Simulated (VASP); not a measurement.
Write the native input for VASP 6.6.1 that does the following.

* Task: single point
* Functional: r2SCAN
* Potentials or basis: VASP PAW PBE potentials, release 64 (Si)
* Cutoff: 520 eV
* k mesh: 24 × 24 × 20
* Occupations: gaussian, width 0.15 eV
* Spin: no spin polarisation
* Dipole correction: no
* Further INCAR settings: ALGO = Normal; EDIFF = 1e-06; NBANDS = 8

Si:

```
Si
1.0
     2.54193    0.00000    0.00000
    -1.27096    2.20137    0.00000
     0.00000    0.00000    2.42936
Si
1
Direct
  0.00000 0.00000 0.00000
```

This cell differs from its parent crystal: strain -0.030 along x and y, -0.015 along z.

The input as run:

POSCAR

```
Si
1.0
    2.5419265304      0.0000000000      0.0000000000
   -1.2709632652      2.2013729499      0.0000000000
    0.0000000000      0.0000000000      2.4293590741
Si
1
Direct
    0.0000000000      0.0000000000      0.0000000000
```

INCAR.step1

```
SYSTEM = Si
ALGO = Normal
EDIFF = 1E-4
ENCUT = 520
GGA = PE
ISMEAR = 0
LASPH = .True.
LCHARG = .False.
LREAL = .False.
LWAVE = .True.
NBANDS = 8
NELM = 60
PREC = Accurate
SIGMA = 0.15
```

INCAR.step2

```
SYSTEM = Si
ALGO = Normal
EDIFF = 1E-6
ENCUT = 520
ISIF = 2
ISMEAR = 0
ISTART = 1
LASPH = .True.
LCHARG = .True.
LELF = .True.
LMIXTAU = .True.
LREAL = .False.
LVHAR = .True.
LWAVE = .False.
METAGGA = R2SCAN
NBANDS = 8
NELM = 60
PREC = Accurate
SIGMA = 0.15
```

KPOINTS

```
k-points
0
Gamma
  24 24 20
  0 0 0
```

Potentials or basis: VASP PAW PBE potentials, release 64 (Si).

Command:

```sh
$ cat potpaw_PBE.64/Si/POTCAR > POTCAR
$ cp INCAR.step1 INCAR
$ mpirun -np 1 vasp_std > vasp.out
$ cp INCAR.step2 INCAR
$ mpirun -np 1 vasp_std > vasp.out
```

Results of the run:

The pressure is 12.7 GPa and the band gap on the k mesh is zero (bands 2 and 3 overlap by 12.99 eV).

Caveat: the cell differs from its parent crystal (strain -0.030 along x and y, -0.015 along z); the cell stands under pressure; the PAW data sets were made with another functional, which shifts forces and pressure a little.

Wall time 110 s on 1 thread of Intel(R) Xeon(R) Platinum 8488C (Sapphire Rapids), on a shared host, peak memory 0.17 GiB.
